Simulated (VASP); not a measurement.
Set up this calculation in VASP 6.6.1, as the native input.

```yaml
Task: single point
Functional: PBE
Potentials_or_basis: VASP PAW PBE potentials, release 64 (V_sv)
Cutoff: 520 eV
k_mesh: 12 × 12 × 12
Occupations: fermi-dirac, width 0.05 eV
Spin: collinear spin, ferromagnetic start
Starting_moments: "[2.0] μB"
Dipole_correction: no
Further_INCAR_settings: ALGO = Fast; EDIFF = 1e-06; NBANDS = 16
```

The structure of V lies in POSCAR:

```
V
1.0
   -1.5169890000      1.5201330000      1.5775550000
    1.4987350000     -1.4780690000      1.5172360000
    1.5065820000      1.4676620000     -1.5354910000
V
1
Direct
    0.0102680000      0.0045550000     -0.0011910000
```

This cell differs from its parent crystal: the cell strained at random.

The input as run:

INCAR

```
ALGO = Fast
EDIFF = 1E-6
ENCUT = 520
GGA = PE
ISIF = 2
ISMEAR = -1
ISPIN = 2
LASPH = True
LCHARG = False
LMAXMIX = 4
LORBIT = 11
LREAL = False
LWAVE = False
MAGMOM = 2
NBANDS = 16
NELM = 150
PREC = Accurate
SIGMA = 0.05
```

KPOINTS

```
k-points
0
Gamma
  12 12 12
```

Potentials or basis: VASP PAW PBE potentials, release 64 (V_sv).

Launch:

```console
$ cat potpaw_PBE.64/V_sv/POTCAR > POTCAR
$ mpirun -np 1 vasp_std > vasp.out
```

It gave:

- Pressure: -5.1 GPa
- Net moment: 0.00 μB per cell
- Valence electrons inside the program's atomic spheres: V 11.60

Caveat: the cell differs from its parent crystal (the cell strained at random).

Run time: 3.3 min on 1 thread of AMD EPYC 9R45 96-Core Processor (Zen 5), on a shared host, peak memory 0.33 GiB.
